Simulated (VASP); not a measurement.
# InP (I-4m2) in VASP: a series of runs, part 2 of 2

VASP 6.6.1.

## (5) Single point, LDA (24.73 Å³/atom)

This run uses another cell than the first one, of 24.73 Å³/atom.

Input file INCAR:

```
ALGO = Normal ; EDIFF = 1E-7
ENCUT = 520 ; GGA = CA
ISIF = 2 ; ISMEAR = 0
LASPH = T ; LCHARG = T
LELF = T ; LREAL = F
LVHAR = T ; LWAVE = F
NBANDS = 16 ; NELM = 80
PREC = Accurate ; SIGMA = 0.05
```

Input file KPOINTS:

```
k-points
0
Gamma
  12 12 12
```

Input file POSCAR:

```
InP
1.0
    0.0000000000      3.2893083863      2.7420043233
    2.7420043233      0.0000000000      2.7420043233
    2.7420043233      3.2893083863      0.0000000000
In P
1 1
Direct
    0.0000000000      0.0000000000      0.0000000000
    0.7500000000      0.7500000000      0.7500000000
```

Potentials or basis: VASP PAW LDA potentials, release 64 (In_d, P).

The run is started by

```console
> cat potpaw_LDA.64/In_d/POTCAR potpaw_LDA.64/P/POTCAR > POTCAR
> mpirun -np 1 vasp_std > vasp.out
```

OUTCAR:

```text
EDIFF = 1E-7
   ENCUT = 520
   GGA = CA
   ISIF = 2
   ISMEAR = 0
   LASPH = T
   LREAL = F
   NELM = 80
   PREC = Accurate

 ion  position               nearest neighbor table
   1  0.000  0.000  0.000-   2 2.54   2 2.54   2 2.54   2 2.54
   2  0.750  0.750  0.750-   1 2.54   1 2.54   1 2.54   1 2.54

  LATTYP: Found a body centered tetragonal cell.
 ALAT       =     3.8777797021
 C/A-ratio  =     1.6964905895

  Lattice vectors:

 A1 = (   0.0000000000,  -3.2893083863,   2.7420043233)
 A2 = (   0.0000000000,  -3.2893083863,  -2.7420043233)
 A3 = (   2.7420043233,   3.2893083863,   0.0000000000)

Analysis of symmetry for initial positions (statically):
=====================================================================
 Subroutine PRICEL returns:
 Original cell was already a primitive cell.

 Routine SETGRP: Setting up the symmetry group for a
 body centered tetragonal supercell.

 Subroutine GETGRP returns: Found  8 space group operations
 (whereof  8 operations were pure point group operations)
 out of a pool of 16 trial point group operations.

The static configuration has the point symmetry D_2d.

Analysis of symmetry for dynamics (positions and initial velocities):
=====================================================================
 Subroutine PRICEL returns:
 Original cell was already a primitive cell.

 Routine SETGRP: Setting up the symmetry group for a
 body centered tetragonal supercell.

 Subroutine GETGRP returns: Found  8 space group operations
 (whereof  8 operations were pure point group operations)
 out of a pool of 16 trial point group operations.

The dynamic configuration has the point symmetry D_2d.

 Subroutine INISYM returns: Found  8 space group operations
 (whereof  8 operations are pure point group operations),
[... 105 lines left out ...]
   TEBEG  =    0.0;   TEEND  =   0.0 temperature during run
   PSTRESS=    0.0 pullay stress
   NELECT =      18.0000    total number of electrons
   NUPDOWN=      -1.0000    fix difference up-down
   EMIN   =  10.00;   EMAX   =-10.00  energy-range for DOS
   EFERMI =   0.00;   METHOD = LEGACY
   ISMEAR =     0;   SIGMA  =   0.05  broadening in eV -4-tet -1-fermi 0-gaus
   EFERMI_NEDOS =   21; number of points for ismear=-14 and -15
   IALGO  =     38    algorithm
   IMIX   =      4    mixing-type and parameters
     AMIX     =   0.40;   BMIX     =  1.00
     AMIX_MAG =   1.60;   BMIX_MAG =  1.00
  volume/ion in A,a.u.               =      24.73       166.89
  Fermi-wavevector in a.u.,A,eV,Ry     =   1.168805  2.208721 18.586987  1.366105
  Thomas-Fermi vector in A             =   2.305287
   LORBIT       =      0    0 simple, 1 ext, 2 COOP (PROOUT), +10 PAW based schemes
   GGA     = CA    functional components
   LHFCALC =     F    Hartree Fock is set to
   AEXX    =    0.0000 exact exchange contribution
   IVDW    =     0    specifies the selected vdW correction
   LEPSILON=     F    determine dielectric tensor
   LRPA    =     F    only Hartree local field effects (RPA)
 non-spin polarized calculation
 Gauss-broadening in eV      SIGMA  =   0.05
  energy-cutoff  :      520.00
  volume of cell :       49.46
 maximum number of plane-waves:      1349
   NGX = 15   NGY = 15   NGZ = 15

 number of electron      18.0000000 magnetization

 Free energy of the ion-electron system (eV)
  ---------------------------------------------------
  ext. energy  EPLUGINS =         0.00000000
  ---------------------------------------------------
  free energy    TOTEN  =        -9.48761589 eV

  energy without entropy =       -9.48755459  energy(sigma->0) =       -9.48758524

 E-fermi :   5.5952     XC(G=0):  -9.7125

 val. band max:        5.5765601785   @ k =   0.0000   0.0000   0.0000
 cond. band min:       6.0602919365   @ k =   0.5000   0.0000   0.0000
 fundamental gap:      0.4837317580
 Fermi energy:         5.5951763727

 k-point     1 :       0.0000    0.0000    0.0000
  band No.  band energies     occupation
      1      -9.0952      2.00000
      2      -9.0032      2.00000
      3      -9.0032      2.00000
      4      -8.8962      2.00000
      5      -8.8900      2.00000
      6      -6.3831      2.00000
[... 433 lines left out ...]
      3      -8.9707      2.00000
      4      -8.9147      2.00000
      5      -8.8470      2.00000
      6      -4.3992      2.00000
[... 8 lines left out ...]
     15      15.4332      0.00000
     16      16.5422      0.00000

 [... further k-points ...]
[... 5 lines left out ...]
  --------------------------------------------------------------------------------------
  -------------------------------------------------------------------------------------
  Total        0.9211422     -2.4609646      0.9211422     -0.0000000      0.0000000      0.0000000
  in kB       29.8377731    -79.7159267     29.8377731     -0.0000000      0.0000000      0.0000000
  external PRESSURE =      -6.6801269 kB  Pullay stress =       0.0000000 kB

 VOLUME and BASIS-vectors are now :
 -----------------------------------------------------------------------------
  energy-cutoff  :      520.00
  volume of cell :       49.46
      direct lattice vectors                 reciprocal lattice vectors
     0.000000000  3.289308386  2.742004323    -0.182348363  0.152007638  0.182348363
     2.742004323  0.000000000  2.742004323     0.182348363 -0.152007638  0.182348363
     2.742004323  3.289308386  0.000000000     0.182348363  0.152007638 -0.182348363

 POSITION                                       TOTAL-FORCE (eV/Angst)
 -----------------------------------------------------------------------------------
      0.00000      0.00000      0.00000        -0.000000     -0.000000     -0.000000
      4.11301      4.93396      4.11301         0.000000      0.000000      0.000000
 -----------------------------------------------------------------------------------
    total drift:                               -0.000001      0.000004     -0.000001

  FREE ENERGIE OF THE ION-ELECTRON SYSTEM (eV)
  ---------------------------------------------------
  free  energy   TOTEN  =        -9.4876158895 eV

  energy  without entropy=       -9.4875545920  energy(sigma->0) =       -9.48758524
```

OSZICAR:

```text
N       E                     dE             d eps       ncg     rms          rms(c)
DAV:   1     0.110320430686E+03    0.11032E+03   -0.84423E+03  5248   0.127E+03
DAV:   2    -0.243797419357E+01   -0.11276E+03   -0.10771E+03  5848   0.301E+02
DAV:   3    -0.974364549865E+01   -0.73057E+01   -0.72694E+01  6848   0.743E+01
DAV:   4    -0.993562675681E+01   -0.19198E+00   -0.19193E+00  6664   0.131E+01
DAV:   5    -0.994512286396E+01   -0.94961E-02   -0.94959E-02  7872   0.250E+00    0.581E+00
DAV:   6    -0.953516146148E+01    0.40996E+00   -0.62591E-01  8288   0.130E+01    0.345E+00
DAV:   7    -0.949330314953E+01    0.41858E-01   -0.14397E-01  7568   0.304E+00    0.118E+00
DAV:   8    -0.948784523680E+01    0.54579E-02   -0.13560E-02  6816   0.133E+00    0.360E-01
DAV:   9    -0.948759213993E+01    0.25310E-03   -0.11758E-03  7480   0.382E-01    0.175E-01
DAV:  10    -0.948761545578E+01   -0.23316E-04   -0.15723E-04  7792   0.144E-01    0.105E-01
DAV:  11    -0.948761853368E+01   -0.30779E-05   -0.26083E-05  8288   0.733E-02    0.540E-02
DAV:  12    -0.948761589280E+01    0.26409E-05   -0.53618E-06  6672   0.233E-02    0.930E-03
DAV:  13    -0.948761588949E+01    0.33140E-08   -0.51057E-07  6744   0.422E-03
   1 F= -.94876159E+01 E0= -.94875852E+01  d E =-.612975E-04
```

stdout:

```text
POSCAR found type information on POSCAR InP
 POSCAR found :  2 types and       2 ions
 scaLAPACK will be used
 LDA part: xc-table for (Slater(with rela. corr.)+CA(PZ))
 , standard interpolation
 POSCAR, INCAR and KPOINTS ok, starting setup
 FFT: planning ... GRIDC
 FFT: planning ... GRID_SOFT
 FFT: planning ... GRID
 WAVECAR not read
 entering main loop
```

Run time: 46 s. Hardware: 1 thread of Intel Xeon 6975P-C (Granite Rapids), shared host; peak memory 0.24 GiB.

What came out:

```
Free energy : -9.4876 eV
Pressure    : -0.7 GPa
```

Levels at points of the mesh, in eV from the Fermi level:
```tsv
k point	band 5	band 6	band 7	band 8	band 9	band 10	band 11	band 12	band 13	band 14
(0.00, 0.00, 0.00)	-14.49	-11.98	-1.18	-0.03	-0.03	-0.02	3.66	3.66	3.97	6.92
(0.50, 0.00, 0.00)	-14.44	-10.18	-6.25	-2.03	-0.68	0.47	4.34	5.04	6.71	8.55
(0.50, 0.50, 0.00)	-14.43	-9.28	-5.84	-3.05	-3.00	0.89	1.24	7.66	8.17	8.75
(0.50, 0.00, 0.50)	-14.47	-9.96	-7.03	-2.00	-2.00	2.01	2.86	7.43	9.13	9.13
```

Caveat: spin-orbit coupling is left out, which moves the levels of the heavy elements.

## (6) Single point, LDA (24.73 Å³/atom)

This run uses another cell than the first one, of 24.73 Å³/atom.

Input file INCAR:

```
SYSTEM = InP
ALGO = Normal
EDIFF = 1E-7
ENCUT = 520
GGA = CA
ISIF = 2
ISMEAR = 0
LASPH = .TRUE.
LCHARG = .FALSE.
LREAL = .FALSE.
LWAVE = .FALSE.
NBANDS = 16
NELM = 80
PREC = Accurate
SIGMA = 0.05
```

Input file KPOINTS:

```
k-points
0
G
  12 12 12
  0 0 0
```

Input file POSCAR:

```
InP
1.0
    0.0000000000      2.6870230010      3.0337845783
    3.0337845783      0.0000000000      3.0337845783
    3.0337845783      2.6870230010      0.0000000000
In P
1 1
Direct
    0.0000000000      0.0000000000      0.0000000000
    0.7500000000      0.7500000000      0.7500000000
```

Potentials or basis: VASP PAW LDA potentials, release 64 (In_d, P).

The run is started by

```console
> cat potpaw_LDA.64/In_d/POTCAR potpaw_LDA.64/P/POTCAR > POTCAR
> mpirun -np 1 vasp_std > vasp.out
```

It took 52 s on 1 thread of Intel Xeon 6975P-C (Granite Rapids), shared host; peak memory 0.25 GiB.

It converged, with:

```yaml
Free_energy: -9.6183 eV
Pressure: -0.4 GPa
Band_gap_on_the_k_mesh: 0.24 eV
```

Stress tensor (GPa, compression positive):
```
-1.76  0.00  0.00
 0.00  2.37  0.00
 0.00  0.00 -1.76
```

Levels at points of the mesh, in eV from the valence-band top:
| k point | band 5 | band 6 | band 7 | band 8 | band 9 | band 10 | band 11 | band 12 | band 13 | band 14 |
| --- | --- | --- | --- | --- | --- | --- | --- | --- | --- | --- |
| (0.00, 0.00, 0.00) | -14.37 | -11.94 | -0.48 | -0.48 | 0.00 | 0.24 | 3.62 | 3.81 | 3.81 | 8.01 |
| (0.50, 0.00, 0.00) | -14.34 | -10.13 | -6.20 | -1.68 | -0.96 | 0.87 | 4.01 | 5.05 | 6.76 | 8.76 |
| (0.50, 0.50, 0.00) | -14.35 | -9.60 | -6.46 | -2.47 | -2.40 | 1.52 | 2.23 | 8.27 | 8.47 | 8.98 |
| (0.50, 0.00, 0.50) | -14.32 | -9.17 | -5.70 | -3.15 | -3.15 | 0.89 | 1.10 | 9.15 | 9.15 | 9.49 |

Caveat: spin-orbit coupling is left out, which moves the levels of the heavy elements.

## (7) Overview

| cell | gap on the mesh (eV) | pressure (GPa) |
| --- | --- | --- |
| a = 4.182, b = 3.921 Å, angles 62.0, 55.9, 62.0°, 2 atoms | 0.43 | 1.7 |
| a = 4.030, b = 4.378 Å, angles 57.1, 65.8, 57.1°, 2 atoms | 0.07 | -0.9 |
| a = 4.083, b = 4.205 Å, angles 59.0, 62.0, 59.0°, 2 atoms | 0.42 | -0.1 |
| a = 4.282, b = 3.878 Å, angles 63.1, 53.8, 63.1°, 2 atoms | - | -0.7 |
| a = 4.053, b = 4.290 Å, angles 58.0, 63.9, 58.0°, 2 atoms | 0.24 | -0.4 |

Alike in all rows: task single point; level LDA; potentials or basis VASP PAW LDA potentials, release 64 (In_d, P); no spin polarisation; k mesh 12 × 12 × 12; cutoff (eV) 520; smearing gaussian 0.05 eV.

Caveats: spin-orbit coupling is left out, which moves the levels of the heavy elements.

Total energies depend on the potentials used, so only differences within one code and one set of settings carry meaning.
